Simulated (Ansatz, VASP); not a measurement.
Given: the input of a run of Ansatz 0.2.0 on Ti.

File input.yaml:

```yaml
crystal:
  lattice:
    - [-1.6075008044, 1.6075008044, 1.6075008044]
    - [1.6075008044, -1.6075008044, 1.6075008044]
    - [1.6075008044, 1.6075008044, -1.6075008044]
  atoms:
    - { symbol: Ti, position: [0.0, 0.0, 0.0] }
kpoints:
  mp_grid: { grid: [11, 11, 11] }
scf:
  occupations: { method: fermi_dirac, width: 0.05 }
hamiltonian:
  xc: pbe
  pseudopotentials: { kind: all_electron, lapw: { basis_error: 0.0005 } }
output:
  forces: true
  stress: true
  eigenvalues: true
```

Potentials or basis: all-electron LAPW, scalar-relativistic.

Command:

```sh
$ ansatz run input.yaml --threads 1 --pin off --max-ram 2560MiB --backend cpu --events-out ev --progress --plain --runs-dir out
```

Q: Translate it to VASP 6.6.1. Potentials there: VASP PAW PBE potentials, release 64 (Ti_sv).

A: As run (the cutoff follows the program's own potentials):

Contents of INCAR:

```
SYSTEM = Ti
PREC = Accurate
ENCUT = 520
EDIFF = 1E-7
ISMEAR = -1
SIGMA = 0.05
LREAL = .False.
LASPH = .True.
NELM = 80
ALGO = Normal
ISIF = 2
LWAVE = .False.
LCHARG = .False.
GGA = PE
NBANDS = 12
```

The input KPOINTS:

```
regular mesh
0
Gamma
  11 11 11
  0 0 0
```

File POSCAR:

```
Ti
1.0
   -1.6075008044      1.6075008044      1.6075008044
    1.6075008044     -1.6075008044      1.6075008044
    1.6075008044      1.6075008044     -1.6075008044
Ti
1
Direct
    0.0000000000      0.0000000000      0.0000000000
```

Potentials or basis: VASP PAW PBE potentials, release 64 (Ti_sv).

Run with:

```sh
$ cat potpaw_PBE.64/Ti_sv/POTCAR > POTCAR
$ mpirun -np 1 vasp_std > vasp.out
```

Both were run:

|  | VASP | Ansatz | Ansatz less VASP |
| --- | --- | --- | --- |
| gap on the k mesh at the Fermi level (eV) | none | none | - |
| pressure (GPa) | 3.9 | 4.2 | +0.30 |

A gap of «none» marks a metal or a gap that the smearing closes. Ansatz ran all-electron here, and VASP with PAW potentials.
